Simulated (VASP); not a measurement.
Write the native input for VASP 6.6.1 that does the following.

| Quantity | Value |
| --- | --- |
| Task | single point |
| Functional | PBE |
| Potentials or basis | VASP PAW PBE potentials, release 64 (Ba_sv, C) |
| Cutoff | 520 eV |
| k mesh | 10 × 10 × 1 |
| Occupations | gaussian, width 0.01 eV |
| Spin | no spin polarisation |
| Dipole correction | yes |
| Further INCAR settings | ALGO = Normal; EDIFF = 1e-06; NBANDS = 19 |

The structure of Ba2C lies in POSCAR:

```
Ba2C
1.0
    3.6004422522      0.0000000000      0.0000000000
    0.0000000000      3.6004422522      0.0000000000
    0.0000000000      0.0000000000     30.0829014400
Ba C
2 1
Direct
    0.0000000000      0.0000000000      0.2482479533
    0.0000000000      0.0000000000      0.3500985871
    0.5000000000      0.5000000000      0.2991732702
```

The cell was built from a structure type or drawn by symmetry, and may not be a known phase.

The input as run:

INCAR

```
PREC = Accurate ; ENCUT = 520
EDIFF = 1E-6 ; ISMEAR = 0
SIGMA = 0.01 ; LREAL = F
LASPH = T ; NELM = 100
ALGO = Normal ; ISIF = 2
LWAVE = F ; LCHARG = F
LDIPOL = T ; IDIPOL = 3
DIPOL = 0.5 0.5 0.299 ; GGA = PE
NBANDS = 19
```

KPOINTS

```
Automatic mesh
0
Gamma
  10 10 1
```

Potentials or basis: VASP PAW PBE potentials, release 64 (Ba_sv, C).

Launch:

```sh
$ cat potpaw_PBE.64/Ba_sv/POTCAR potpaw_PBE.64/C/POTCAR > POTCAR
$ mpirun -np 1 vasp_std > vasp.out
```

It gave:

- Largest force: 0.323 eV/Å
- Band gap on the k mesh: 0.01 eV (least direct gap 0.09 eV)

Caveat: spin-orbit coupling is left out, which moves the levels of the heavy elements.

Wall time 2.5 min on 1 thread of Intel(R) Xeon(R) 6975P-C (Granite Rapids), on a shared host, peak memory 0.49 GiB.
